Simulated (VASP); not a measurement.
Here is a VASP 6.6.1 calculation.

Contents of INCAR:

```
SYSTEM = Br
PREC     = Accurate       ! precision mode
ENCUT    = 520            ! plane-wave cutoff, eV
EDIFF    = 1E-6           ! SCF threshold, eV
ISMEAR   = -1             ! smearing method
SIGMA    = 0.08           ! smearing width, eV
LREAL    = .False.        ! projectors in reciprocal space
LASPH    = .True.         ! aspherical terms in the spheres
NELM     = 60             ! most SCF steps
ALGO     = Normal         ! electronic algorithm
ISIF     = 2              ! what is computed and relaxed
LWAVE    = .False.        ! write WAVECAR
LCHARG   = .False.        ! write CHGCAR
NBANDS   = 14             ! bands
```

The input KPOINTS:

```
regular mesh
0
Gamma
  11 11 11
  0 0 0
```

File POSCAR:

```
Br
1.0
    0.0000000000      2.4785801722      2.4785801722
    2.4785801722      0.0000000000      2.4785801722
    2.4785801722      2.4785801722      0.0000000000
Br
2
Direct
   -0.1250000000     -0.1250000000     -0.1250000000
    0.1250000000      0.1250000000      0.1250000000
```

Potentials or basis: VASP PAW LDA potentials, release 64 (Br).

Run with:

```sh
$ cat potpaw_LDA.64/Br/POTCAR > POTCAR
$ mpirun -np 1 vasp_std > vasp.out
```

(1) Estimate the pressure.

(2) What does it give for the band gap on the k mesh?

Answers

(1) 138.0 GPa.

(2) zero (band 7 reaches 13.94 eV, above the bottom of band 8 at 6.99 eV).
